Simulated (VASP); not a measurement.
# Be (Fm-3m) in VASP: further runs

Be is run at these levels: PBE; tasks: single point.

Program: VASP 6.6.1. These are calculated values, not measurements. Logs are shortened: lines on timing, memory, paths and dates and some standing lists are left out, and cuts for length are marked.

**1. The cell of the first run**

The structure is cubic, space group Fm-3m (No. 225). The conventional cell has a = 3.158 Å, b = 3.158 Å, c = 3.158 Å, α = 90.00°, β = 90.00°, γ = 90.00°. Be (site symmetry m-3m) has 12 Be at 2.23 Å within 3.0 Å.

**2. Single point, PBE**

INCAR reads:

```
SYSTEM = Be
PREC = Accurate ; ENCUT = 600
EDIFF = 1E-6 ; ISMEAR = -1
SIGMA = 0.1 ; LREAL = .FALSE.
LASPH = .TRUE. ; NELM = 120
ALGO = Normal ; ISIF = 2
LWAVE = .FALSE. ; LCHARG = .FALSE.
GGA = PE ; NBANDS = 7
GGA_COMPAT = .FALSE.
```

KPOINTS reads:

```
Automatic mesh
0
G
  4 4 4
  0 0 0
```

POSCAR reads:

```
Be
1.0
   -1.5790250860      0.0000000000      1.5790250860
    0.0000000000      1.5790250860      1.5790250860
   -1.5790250860      1.5790250860      0.0000000000
Be
1
Direct
    0.0000000000      0.0000000000      0.0000000000
```

Potentials or basis: VASP PAW PBE potentials, release 64 (Be).

Launch:

```console
$ cat potpaw_PBE.64/Be/POTCAR > POTCAR
$ mpirun -np 1 vasp_std > vasp.out
```

OUTCAR:

```text
SYSTEM = Be
   PREC = Accurate
   ENCUT = 600
   EDIFF = 1E-6
   ISMEAR = -1
   LREAL = .FALSE.
   LASPH = .TRUE.
   NELM = 120
   ISIF = 2
   GGA = PE

 ion  position               nearest neighbor table
   1  0.000  0.000  0.000-

  LATTYP: Found a face centered cubic cell.
 ALAT       =     3.1580501720

  Lattice vectors:

 A1 = (  -1.5790250860,   0.0000000000,   1.5790250860)
 A2 = (   0.0000000000,   1.5790250860,   1.5790250860)
 A3 = (  -1.5790250860,   1.5790250860,   0.0000000000)

Analysis of symmetry for initial positions (statically):
=====================================================================
 Subroutine PRICEL returns:
 Original cell was already a primitive cell.

 Routine SETGRP: Setting up the symmetry group for a
 face centered cubic supercell.

 Subroutine GETGRP returns: Found 48 space group operations
 (whereof 48 operations were pure point group operations)
 out of a pool of 48 trial point group operations.

The static configuration has the point symmetry O_h .

Analysis of symmetry for dynamics (positions and initial velocities):
=====================================================================
 Subroutine PRICEL returns:
 Original cell was already a primitive cell.

 Routine SETGRP: Setting up the symmetry group for a
 face centered cubic supercell.

 Subroutine GETGRP returns: Found 48 space group operations
 (whereof 48 operations were pure point group operations)
 out of a pool of 48 trial point group operations.

The dynamic configuration has the point symmetry O_h .

 Subroutine INISYM returns: Found 48 space group operations
 (whereof 48 operations are pure point group operations),
 and found     1 'primitive' translations

----------------------------------------------------------------------------------------

                                     Primitive cell

  volume of cell :       7.8740

  direct lattice vectors                    reciprocal lattice vectors
    -1.579025086  0.000000000  1.579025086    -0.316651081 -0.316651081  0.316651081
     0.000000000  1.579025086  1.579025086     0.316651081  0.316651081  0.316651081
    -1.579025086  1.579025086  0.000000000    -0.316651081  0.316651081 -0.316651081

  length of vectors
     2.233078692  2.233078692  2.233078692     0.548455760  0.548455760  0.548455760

  position of ions in fractional coordinates (direct lattice)
[... 58 lines left out ...]
   ENCUT  =  600.0 eV  44.10 Ry    6.64 a.u.   4.46  4.46  4.46*2*pi/ulx,y,z
   NELM   =    120;   NELMIN=  2; NELMDL= -5     # of ELM steps
   EDIFF  = 0.1E-05   stopping-criterion for ELM
   LREAL  =      F    real-space projection
   EDIFFG = 0.1E-04   stopping-criterion for IOM
   NSW    =      0    number of steps for IOM
   IBRION =     -1    ionic relax: 0-MD 1-quasi-New 2-CG
   NFREE  =      0    steps in history (QN), initial steepest desc. (CG)
   ISIF   =      2    stress and relaxation
   ISYM   =      2    0-nonsym 1-usesym 2-fastsym
   POTIM  = 0.5000    time-step for ionic-motion
   TEBEG  =    0.0;   TEEND  =   0.0 temperature during run
   PSTRESS=    0.0 pullay stress
   NELECT =       2.0000    total number of electrons
   NUPDOWN=      -1.0000    fix difference up-down
   EMIN   =  10.00;   EMAX   =-10.00  energy-range for DOS
   EFERMI =   0.00;   METHOD = LEGACY
   ISMEAR =    -1;   SIGMA  =   0.10  broadening in eV -4-tet -1-fermi 0-gaus
   EFERMI_NEDOS =   21; number of points for ismear=-14 and -15
   IALGO  =     38    algorithm
   IMIX   =      4    mixing-type and parameters
     AMIX     =   0.40;   BMIX     =  1.00
     AMIX_MAG =   1.60;   BMIX_MAG =  1.00
  volume/ion in A,a.u.               =       7.87        53.14
  Fermi-wavevector in a.u.,A,eV,Ry     =   1.036778  1.959226 14.625022  1.074909
  Thomas-Fermi vector in A             =   2.171185
   LORBIT       =      0    0 simple, 1 ext, 2 COOP (PROOUT), +10 PAW based schemes
   GGA     = PE    functional components
   LHFCALC =     F    Hartree Fock is set to
   AEXX    =    0.0000 exact exchange contribution
   IVDW    =     0    specifies the selected vdW correction
   LEPSILON=     F    determine dielectric tensor
   LRPA    =     F    only Hartree local field effects (RPA)
 non-spin polarized calculation
  energy-cutoff  :      600.00
  volume of cell :        7.87
 maximum number of plane-waves:       274
 NGX is ok and might be reduce to    18
   NGX =  9   NGY =  9   NGZ =  9

 number of electron       2.0000000 magnetization

 Free energy of the ion-electron system (eV)
  ---------------------------------------------------
  ext. energy  EPLUGINS =         0.00000000
  ---------------------------------------------------
  free energy    TOTEN  =        -3.67762127 eV

  energy without entropy =       -3.66067503  energy(sigma->0) =       -3.66914815

 E-fermi :   8.3550     XC(G=0): -10.6221

 val. band max:        7.5684071315   @ k =   0.5000   0.0000   0.0000
 cond. band min:       8.5158899994   @ k =  -0.2500   0.5000   0.2500
 fundamental gap:      0.9474828679
 Fermi energy:         8.3550381607

 k-point     1 :       0.0000    0.0000    0.0000
  band No.  band energies     occupation
      1      -4.3182      2.00000
      2      27.0027      0.00000
      3      27.0027      0.00000
      4      27.0027      0.00000
      5      36.6674      0.00000
      6      36.6674      0.00000
      7      36.6674      0.00000
[... 61 lines left out ...]
 k-point     8 :      -0.2500    0.5000    0.2500
  band No.  band energies     occupation
      1       8.5159      0.33359
      2       8.5159      0.33359
      3      10.6889      0.00000
      4      17.7875      0.00000
      5      33.0172      0.00000
      6      38.3760      0.00000
      7      38.3760      0.00000

------------------------ aborting loop because EDIFF is reached ----------------------------------------

  FORCE on cell =-STRESS in cart. coord.  units (eV):
  Direction    XX          YY          ZZ          XY          YZ          ZX
  --------------------------------------------------------------------------------------
  -------------------------------------------------------------------------------------
  Total        0.4526807      0.4526807      0.4526807      0.0000000      0.0000000      0.0000000
  in kB       92.1097278     92.1097278     92.1097278      0.0000000      0.0000000      0.0000000
  external PRESSURE =      92.1097278 kB  Pullay stress =       0.0000000 kB

 VOLUME and BASIS-vectors are now :
 -----------------------------------------------------------------------------
  energy-cutoff  :      600.00
  volume of cell :        7.87
      direct lattice vectors                 reciprocal lattice vectors
    -1.579025086  0.000000000  1.579025086    -0.316651081 -0.316651081  0.316651081
     0.000000000  1.579025086  1.579025086     0.316651081  0.316651081  0.316651081
    -1.579025086  1.579025086  0.000000000    -0.316651081  0.316651081 -0.316651081

 POSITION                                       TOTAL-FORCE (eV/Angst)
 -----------------------------------------------------------------------------------
      0.00000      0.00000      0.00000         0.000000     -0.000000      0.000000
 -----------------------------------------------------------------------------------
    total drift:                               -0.000000     -0.000000     -0.000000

  FREE ENERGIE OF THE ION-ELECTRON SYSTEM (eV)
  ---------------------------------------------------
  free  energy   TOTEN  =        -3.6776212733 eV

  energy  without entropy=       -3.6606750252  energy(sigma->0) =       -3.66914815
```

OSZICAR:

```text
N       E                     dE             d eps       ncg     rms          rms(c)
DAV:   1    -0.225914334327E+01   -0.22591E+01   -0.95294E+02   119   0.245E+02
DAV:   2    -0.370297705673E+01   -0.14438E+01   -0.14390E+01   161   0.303E+01
DAV:   3    -0.370515823880E+01   -0.21812E-02   -0.21804E-02   133   0.101E+00
DAV:   4    -0.370515860457E+01   -0.36577E-06   -0.36457E-06   175   0.152E-02
DAV:   5    -0.370515860381E+01    0.75895E-09   -0.62627E-11   126   0.352E-05    0.734E-01
DAV:   6    -0.368524721516E+01    0.19911E-01   -0.26047E-03   133   0.498E-01    0.453E-01
DAV:   7    -0.367763735094E+01    0.76099E-02   -0.27177E-03   126   0.533E-01    0.181E-02
DAV:   8    -0.367762438978E+01    0.12961E-04   -0.38360E-06   126   0.153E-02    0.683E-03
DAV:   9    -0.367762154976E+01    0.28400E-05   -0.24792E-06   126   0.133E-02    0.102E-03
DAV:  10    -0.367762127334E+01    0.27642E-06   -0.17582E-08    70   0.112E-03
   1 F= -.36776213E+01 E0= -.36691481E+01  d E =-.169462E-01
```

Wall time 0.9 s (1 thread of AMD EPYC 7R13 (Zen 3), shared host); peak memory 0.08 GiB.

Results:

```yaml
Free_energy: -3.6776 eV
Pressure: 9.2 GPa
Band_gap_on_the_k_mesh: zero (band 1 reaches 8.52 eV, above the bottom of band 2 at 7.57 eV)
```

Caveat: the k points lie up to 0.86 Å⁻¹ apart.

**3. Single point, PBE**

INCAR reads:

```
PREC = Accurate
ENCUT = 600
EDIFF = 1E-6
ISMEAR = -1
SIGMA = 0.1
LREAL = False
LASPH = True
NELM = 120
ALGO = Normal
ISIF = 2
LWAVE = False
LCHARG = False
GGA = PE
NBANDS = 7
GGA_COMPAT = False
```

KPOINTS reads:

```
Automatic mesh
0
Gamma
  4 4 4
```

POSCAR is that of step 2.

Potentials or basis: VASP PAW PBE potentials, release 64 (Be).

Launch:

```console
$ cat potpaw_PBE.64/Be/POTCAR > POTCAR
$ mpirun -np 1 vasp_std > vasp.out
```

Wall time 0.9 s (1 thread of AMD EPYC 7R13 (Zen 3), shared host); peak memory 0.08 GiB.

It converged, with:

* Free energy: -3.6776 eV
* Pressure: 9.2 GPa
* Band gap on the k mesh: zero (band 1 reaches 8.52 eV, above the bottom of band 2 at 7.57 eV)

Levels at points of the mesh, in eV from the Fermi level:
| k point | band 1 | band 2 | band 3 | band 4 | band 5 | band 6 |
| --- | --- | --- | --- | --- | --- | --- |
| (0.00, 0.00, 0.00) | -12.67 | 18.65 | 18.65 | 18.65 | 28.31 | 28.31 |
| (0.50, 0.00, 0.00) | -6.09 | -0.79 | 15.71 | 15.71 | 25.46 | 25.46 |
| (0.50, 0.50, 0.00) | -3.47 | 3.04 | 8.74 | 8.74 | 14.37 | 21.97 |

Caveat: the k points lie up to 0.86 Å⁻¹ apart.
